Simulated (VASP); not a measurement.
# KCl (R-3m) in VASP: further runs

KCl is run at these levels: PBE, r2SCAN; tasks: single point.

All numbers are computed with VASP 6.6.1; they aren't measurements. Logs are shortened: lines on timing, memory, paths and dates and some standing lists are left out, and cuts for length are marked.

**1. The cell of the first run**

It takes space group R-3m (No. 166, trigonal). Conventional cell: a = 4.596 Å, b = 4.596 Å, c = 10.501 Å, α = 90.00°, β = 90.00°, γ = 120.00°. Within 4.2 Å of K (site symmetry -3m) lie 6 Cl at 3.18 Å. Cl (site symmetry -3m) has 6 K at 3.18 Å within 4.2 Å.

**2. Single point, PBE (epitaxial 111 strain +3.4%)**

INCAR

```
PREC = Accurate
ENCUT = 520
EDIFF = 1E-6
ISMEAR = -1
SIGMA = 0.02
LREAL = False
LASPH = True
NELM = 80
ALGO = Normal
ISIF = 2
LWAVE = False
LCHARG = False
GGA = PE
NBANDS = 15
```

KPOINTS

```
Automatic mesh
0
Gamma
  8 8 8
```

POSCAR

```
KCl
1.0
   -0.1457939927      3.1044067482      3.1044067482
    3.1044067482     -0.1457939927      3.1044067482
    3.1044067482      3.1044067482     -0.1457939927
K Cl
1 1
Direct
    0.0000000000      0.0000000000      0.0000000000
    0.5000000000      0.5000000000      0.5000000000
```

Potentials or basis: VASP PAW PBE potentials, release 64 (K_sv, Cl).

Started as:

```bash
cat potpaw_PBE.64/K_sv/POTCAR potpaw_PBE.64/Cl/POTCAR > POTCAR
mpirun -np 1 vasp_std > vasp.out
```

OUTCAR:

```text
PREC = Accurate
   ENCUT = 520
   EDIFF = 1E-6
   ISMEAR = -1
   LREAL = False
   LASPH = True
   NELM = 80
   ISIF = 2
   GGA = PE

 ion  position               nearest neighbor table
   1  0.000  0.000  0.000-   2 3.18   2 3.18   2 3.18   2 3.18   2 3.18   2 3.18
   2  0.500  0.500  0.500-   1 3.18   1 3.18   1 3.18   1 3.18   1 3.18   1 3.18

  LATTYP: Found a trigonal (rhomboedric) cell.
 ALAT       =     4.3927142412
 COS(alpha) =     0.4525373872

  Lattice vectors:

 A1 = (  -0.1457939927,   3.1044067482,   3.1044067482)
 A2 = (   3.1044067482,  -0.1457939927,   3.1044067482)
 A3 = (   3.1044067482,   3.1044067482,  -0.1457939927)

Analysis of symmetry for initial positions (statically):
=====================================================================
 Subroutine PRICEL returns:
 Original cell was already a primitive cell.

 Routine SETGRP: Setting up the symmetry group for a
 trigonal (rhombohedral) supercell.

 Subroutine GETGRP returns: Found 12 space group operations
 (whereof 12 operations were pure point group operations)
 out of a pool of 12 trial point group operations.

The static configuration has the point symmetry D_3d.

Analysis of symmetry for dynamics (positions and initial velocities):
=====================================================================
 Subroutine PRICEL returns:
 Original cell was already a primitive cell.

 Routine SETGRP: Setting up the symmetry group for a
 trigonal (rhombohedral) supercell.

 Subroutine GETGRP returns: Found 12 space group operations
 (whereof 12 operations were pure point group operations)
 out of a pool of 12 trial point group operations.

The dynamic configuration has the point symmetry D_3d.

 Subroutine INISYM returns: Found 12 space group operations
 (whereof 12 operations are pure point group operations),
 and found     1 'primitive' translations

----------------------------------------------------------------------------------------

                                     Primitive cell

  volume of cell :      64.0486

  direct lattice vectors                    reciprocal lattice vectors
    -0.145793993  3.104406748  3.104406748    -0.150137429  0.157535875  0.157535875
     3.104406748 -0.145793993  3.104406748     0.157535875 -0.150137429  0.157535875
     3.104406748  3.104406748 -0.145793993     0.157535875  0.157535875 -0.150137429

  length of vectors
     4.392714241  4.392714241  4.392714241     0.268656567  0.268656567  0.268656567

  position of ions in fractional coordinates (direct lattice)
[... 85 lines left out ...]
   ISIF   =      2    stress and relaxation
   ISYM   =      2    0-nonsym 1-usesym 2-fastsym
   POTIM  = 0.5000    time-step for ionic-motion
   TEBEG  =    0.0;   TEEND  =   0.0 temperature during run
   PSTRESS=    0.0 pullay stress
   NELECT =      16.0000    total number of electrons
   NUPDOWN=      -1.0000    fix difference up-down
   EMIN   =  10.00;   EMAX   =-10.00  energy-range for DOS
   EFERMI =   0.00;   METHOD = LEGACY
   ISMEAR =    -1;   SIGMA  =   0.02  broadening in eV -4-tet -1-fermi 0-gaus
   EFERMI_NEDOS =   21; number of points for ismear=-14 and -15
   IALGO  =     38    algorithm
   IMIX   =      4    mixing-type and parameters
     AMIX     =   0.40;   BMIX     =  1.00
     AMIX_MAG =   1.60;   BMIX_MAG =  1.00
  volume/ion in A,a.u.               =      32.02       216.11
  Fermi-wavevector in a.u.,A,eV,Ry     =   1.031047  1.948396 14.463776  1.063058
  Thomas-Fermi vector in A             =   2.165175
   LORBIT       =      0    0 simple, 1 ext, 2 COOP (PROOUT), +10 PAW based schemes
   GGA     = PE    functional components
   LHFCALC =     F    Hartree Fock is set to
   AEXX    =    0.0000 exact exchange contribution
   IVDW    =     0    specifies the selected vdW correction
   LEPSILON=     F    determine dielectric tensor
   LRPA    =     F    only Hartree local field effects (RPA)
 non-spin polarized calculation
  energy-cutoff  :      520.00
  volume of cell :       64.05
 maximum number of plane-waves:      1744
 NGX is ok and might be reduce to    36
   NGX = 17   NGY = 17   NGZ = 17

 number of electron      15.9999999 magnetization

 Free energy of the ion-electron system (eV)
  ---------------------------------------------------
  ext. energy  EPLUGINS =         0.00000000
  ---------------------------------------------------
  free energy    TOTEN  =        -6.80235001 eV

  energy without entropy =       -6.80235001  energy(sigma->0) =       -6.80235001

 E-fermi :  -1.4332     XC(G=0):  -7.4290

 val. band max:       -1.8589319839   @ k =   0.0000   0.0000   0.0000
 cond. band min:       3.1336859187   @ k =   0.0000   0.0000   0.0000
 fundamental gap:      4.9926179026
 Fermi energy:        -1.4331756970

 k-point     1 :       0.0000    0.0000    0.0000
  band No.  band energies     occupation
      1     -29.2296      2.00000
      2     -14.0279      2.00000
      3     -12.6927      2.00000
      4     -12.6862      2.00000
      5     -12.6862      2.00000
      6      -1.9755      2.00000
      7      -1.9755      2.00000
      8      -1.8589      2.00000
      9       3.1337      0.00000
     10       6.2267      0.00000
     11       6.2267      0.00000
     12       6.8266      0.00000
     13       7.3005      0.00000
     14       7.3005      0.00000
[... 401 lines left out ...]
      2     -14.1343      2.00000
      3     -12.7154      2.00000
      4     -12.6855      2.00000
      5     -12.5485      2.00000
      6      -2.6629      2.00000
      7      -2.2085      2.00000
      8      -2.0787      2.00000
      9       4.9046      0.00000
     10       6.0075      0.00000
     11       7.1349      0.00000
     12       7.9923      0.00000
     13       8.1642      0.00000
     14       8.6100      0.00000
     15      10.7727      0.00000

 [... further k-points ...]
[... 5 lines left out ...]
  --------------------------------------------------------------------------------------
  -------------------------------------------------------------------------------------
  Total        0.0885173      0.0885173      0.0885173      0.1040384      0.1040384      0.1040384
  in kB        2.2142647      2.2142647      2.2142647      2.6025241      2.6025241      2.6025241
  external PRESSURE =       2.2142647 kB  Pullay stress =       0.0000000 kB

 VOLUME and BASIS-vectors are now :
 -----------------------------------------------------------------------------
  energy-cutoff  :      520.00
  volume of cell :       64.05
      direct lattice vectors                 reciprocal lattice vectors
    -0.145793993  3.104406748  3.104406748    -0.150137429  0.157535875  0.157535875
     3.104406748 -0.145793993  3.104406748     0.157535875 -0.150137429  0.157535875
     3.104406748  3.104406748 -0.145793993     0.157535875  0.157535875 -0.150137429

 POSITION                                       TOTAL-FORCE (eV/Angst)
 -----------------------------------------------------------------------------------
      0.00000      0.00000      0.00000        -0.000000      0.000000      0.000000
      3.03151      3.03151      3.03151         0.000000     -0.000000     -0.000000
 -----------------------------------------------------------------------------------
    total drift:                                0.000000      0.000000      0.000000

  FREE ENERGIE OF THE ION-ELECTRON SYSTEM (eV)
  ---------------------------------------------------
  free  energy   TOTEN  =        -6.8023500105 eV

  energy  without entropy=       -6.8023500105  energy(sigma->0) =       -6.80235001
```

OSZICAR:

```text
N       E                     dE             d eps       ncg     rms          rms(c)
DAV:   1     0.104801167907E+03    0.10480E+03   -0.71225E+03  1950   0.955E+02
DAV:   2    -0.427389949655E+00   -0.10523E+03   -0.97050E+02  2500   0.237E+02
DAV:   3    -0.685526815708E+01   -0.64279E+01   -0.63946E+01  2658   0.527E+01
DAV:   4    -0.710173575401E+01   -0.24647E+00   -0.24638E+00  3013   0.927E+00
DAV:   5    -0.710388838541E+01   -0.21526E-02   -0.21526E-02  2763   0.966E-01    0.319E+00
DAV:   6    -0.680509319642E+01    0.29880E+00   -0.42636E-01  2475   0.327E+00    0.261E+00
DAV:   7    -0.678865667814E+01    0.16437E-01   -0.10317E-01  2706   0.181E+00    0.152E+00
DAV:   8    -0.680092180849E+01   -0.12265E-01   -0.17068E-02  2412   0.958E-01    0.174E-01
DAV:   9    -0.680175270188E+01   -0.83089E-03   -0.10527E-03  2630   0.206E-01    0.991E-02
DAV:  10    -0.680234223412E+01   -0.58953E-03   -0.63176E-04  2083   0.158E-01    0.225E-02
DAV:  11    -0.680234652922E+01   -0.42951E-05   -0.25494E-05  2871   0.274E-02    0.657E-03
DAV:  12    -0.680234952906E+01   -0.29998E-05   -0.32100E-06  2194   0.128E-02    0.431E-03
DAV:  13    -0.680235001051E+01   -0.48145E-06   -0.66988E-07  2041   0.470E-03
   1 F= -.68023500E+01 E0= -.68023500E+01  d E =-.173146E-11
```

Run time: 39 s. Hardware: 1 thread of Intel Xeon 6975P-C (Granite Rapids), shared host; peak memory 0.23 GiB.

Results:

```
Free energy            : -6.8024 eV
Pressure               : 0.2 GPa
Band gap on the k mesh : 4.99 eV, direct
```

Stress tensor (GPa, compression positive):
```
0.22 0.26 0.26
0.26 0.22 0.26
0.26 0.26 0.22
```

Caveat: the cell differs from its parent crystal (epitaxial 111 strain +3.4%).

**3. Single point, r2SCAN (epitaxial 111 strain +3.4%)**

POSCAR is that of step 2.

INCAR.step1

```
PREC     = Accurate       # precision mode
ENCUT    = 520            # plane-wave cutoff, eV
ISMEAR   = 0              # smearing method
SIGMA    = 0.01           # smearing width, eV
LREAL    = F              # projectors in reciprocal space
LASPH    = T              # aspherical terms in the spheres
NELM     = 60             # most SCF steps
NBANDS   = 15             # bands
GGA      = PE             # functional
ALGO     = Normal         # electronic algorithm
EDIFF    = 1E-4           # SCF threshold, eV
LWAVE    = T              # write WAVECAR
LCHARG   = F              # write CHGCAR
```

INCAR.step2

```
PREC     = Accurate       # precision mode
ENCUT    = 520            # plane-wave cutoff, eV
EDIFF    = 1E-6           # SCF threshold, eV
ISMEAR   = 0              # smearing method
SIGMA    = 0.01           # smearing width, eV
LREAL    = F              # projectors in reciprocal space
LASPH    = T              # aspherical terms in the spheres
NELM     = 60             # most SCF steps
ALGO     = Normal         # electronic algorithm
ISIF     = 2              # what is computed and relaxed
LWAVE    = F              # write WAVECAR
LCHARG   = T              # write CHGCAR
METAGGA  = R2SCAN         # meta-GGA
LMIXTAU  = T            
LELF     = T              # ELF
LVHAR    = T            
NBANDS   = 15             # bands
ISTART   = 1
```

KPOINTS is that of step 2.

Potentials or basis: VASP PAW PBE potentials, release 64 (K_sv, Cl).

Started as:

```bash
cat potpaw_PBE.64/K_sv/POTCAR potpaw_PBE.64/Cl/POTCAR > POTCAR
cp INCAR.step1 INCAR
mpirun -np 1 vasp_std > vasp.out
cp INCAR.step2 INCAR
mpirun -np 1 vasp_std > vasp.out
```

OUTCAR:

```text
PREC = Accurate
   ENCUT = 520
   EDIFF = 1E-6
   ISMEAR = 0
   LREAL = F
   LASPH = T
   NELM = 60
   ISIF = 2
   METAGGA = R2SCAN
   ISTART = 1

 ion  position               nearest neighbor table
   1  0.000  0.000  0.000-   2 3.18   2 3.18   2 3.18   2 3.18   2 3.18   2 3.18
   2  0.500  0.500  0.500-   1 3.18   1 3.18   1 3.18   1 3.18   1 3.18   1 3.18

  LATTYP: Found a trigonal (rhomboedric) cell.
 ALAT       =     4.3927142412
 COS(alpha) =     0.4525373872

  Lattice vectors:

 A1 = (  -0.1457939927,   3.1044067482,   3.1044067482)
 A2 = (   3.1044067482,  -0.1457939927,   3.1044067482)
 A3 = (   3.1044067482,   3.1044067482,  -0.1457939927)

Analysis of symmetry for initial positions (statically):
=====================================================================
 Subroutine PRICEL returns:
 Original cell was already a primitive cell.

 Routine SETGRP: Setting up the symmetry group for a
 trigonal (rhombohedral) supercell.

 Subroutine GETGRP returns: Found 12 space group operations
 (whereof 12 operations were pure point group operations)
[... 169 lines left out ...]
 fundamental gap:      5.6309941624
 Fermi energy:        -2.1948107293

 k-point     1 :       0.0000    0.0000    0.0000
  band No.  band energies     occupation
      1     -30.7224      2.00000
      2     -15.0002      2.00000
      3     -13.4174      2.00000
      4     -13.4085      2.00000
      5     -13.4085      2.00000
      6      -2.3965      2.00000
      7      -2.3965      2.00000
      8      -2.2776      2.00000
      9       3.3534      0.00000
     10       6.4509      0.00000
     11       6.4509      0.00000
     12       7.0914      0.00000
     13       7.7029      0.00000
     14       7.7029      0.00000
[... 401 lines left out ...]
      2     -15.0886      2.00000
      3     -13.4385      2.00000
      4     -13.4070      2.00000
      5     -13.2860      2.00000
      6      -3.0740      2.00000
      7      -2.6260      2.00000
      8      -2.4979      2.00000
      9       5.1296      0.00000
     10       6.1513      0.00000
     11       7.3989      0.00000
     12       8.3398      0.00000
     13       8.5663      0.00000
     14       9.0539      0.00000
     15      11.2827      0.00000

 [... further k-points ...]
[... 5 lines left out ...]
  --------------------------------------------------------------------------------------
  -------------------------------------------------------------------------------------
  Total       -0.2264163     -0.2264163     -0.2264163      0.1066548      0.1066548      0.1066548
  in kB       -5.6638146     -5.6638146     -5.6638146      2.6679752      2.6679752      2.6679752
  external PRESSURE =      -5.6638146 kB  Pullay stress =       0.0000000 kB

 VOLUME and BASIS-vectors are now :
 -----------------------------------------------------------------------------
  energy-cutoff  :      520.00
  volume of cell :       64.05
      direct lattice vectors                 reciprocal lattice vectors
    -0.145793993  3.104406748  3.104406748    -0.150137429  0.157535875  0.157535875
     3.104406748 -0.145793993  3.104406748     0.157535875 -0.150137429  0.157535875
     3.104406748  3.104406748 -0.145793993     0.157535875  0.157535875 -0.150137429

 POSITION                                       TOTAL-FORCE (eV/Angst)
 -----------------------------------------------------------------------------------
      0.00000      0.00000      0.00000        -0.000000      0.000000     -0.000000
      3.03151      3.03151      3.03151         0.000000     -0.000000      0.000000
 -----------------------------------------------------------------------------------
    total drift:                                0.000000      0.000000      0.000000

  FREE ENERGIE OF THE ION-ELECTRON SYSTEM (eV)
  ---------------------------------------------------
  free  energy   TOTEN  =       -16.4963282005 eV

  energy  without entropy=      -16.4963282005  energy(sigma->0) =      -16.49632820
```

OUTCAR.step1:

```text
PREC = Accurate
   ENCUT = 520
   ISMEAR = 0
   LREAL = F
   LASPH = T
[... 654 lines left out ...]
 -----------------------------------------------------------------------------------
      0.00000      0.00000      0.00000         0.000000      0.000000      0.000000
      3.03151      3.03151      3.03151        -0.000000     -0.000000     -0.000000
 -----------------------------------------------------------------------------------
    total drift:                                0.000000      0.000000      0.000000

  FREE ENERGIE OF THE ION-ELECTRON SYSTEM (eV)
  ---------------------------------------------------
  free  energy   TOTEN  =        -6.8023460281 eV

  energy  without entropy=       -6.8023460281  energy(sigma->0) =       -6.80234603
```

OSZICAR.step1:

```text
N       E                     dE             d eps       ncg     rms          rms(c)
DAV:   1     0.104801893455E+03    0.10480E+03   -0.71225E+03  1950   0.955E+02
DAV:   2    -0.427389949744E+00   -0.10523E+03   -0.97026E+02  2500   0.237E+02
DAV:   3    -0.685526815709E+01   -0.64279E+01   -0.63946E+01  2658   0.527E+01
DAV:   4    -0.710173575404E+01   -0.24647E+00   -0.24638E+00  3013   0.927E+00
DAV:   5    -0.710388838541E+01   -0.21526E-02   -0.21526E-02  2763   0.966E-01    0.319E+00
DAV:   6    -0.680509319654E+01    0.29880E+00   -0.42636E-01  2475   0.327E+00    0.261E+00
DAV:   7    -0.678865667819E+01    0.16437E-01   -0.10317E-01  2706   0.181E+00    0.152E+00
DAV:   8    -0.680092180855E+01   -0.12265E-01   -0.17068E-02  2412   0.958E-01    0.174E-01
DAV:   9    -0.680175270191E+01   -0.83089E-03   -0.10527E-03  2630   0.206E-01    0.991E-02
DAV:  10    -0.680234223417E+01   -0.58953E-03   -0.63176E-04  2083   0.158E-01    0.225E-02
DAV:  11    -0.680234602808E+01   -0.37939E-05   -0.20485E-05  2123   0.274E-02
   1 F= -.68023460E+01 E0= -.68023460E+01  d E =-.518276E-80
```

Run time: 2.5 min. Hardware: 1 thread of Intel Xeon 6975P-C (Granite Rapids), shared host; peak memory 0.24 GiB.

What came out:

```
Free energy            : -16.4963 eV
Pressure               : -0.6 GPa
Band gap on the k mesh : 5.63 eV, direct
```

Caveat: the cell differs from its parent crystal (epitaxial 111 strain +3.4%); the PAW data sets were made with another functional, which shifts forces and pressure a little. A k mesh can miss the band edges.
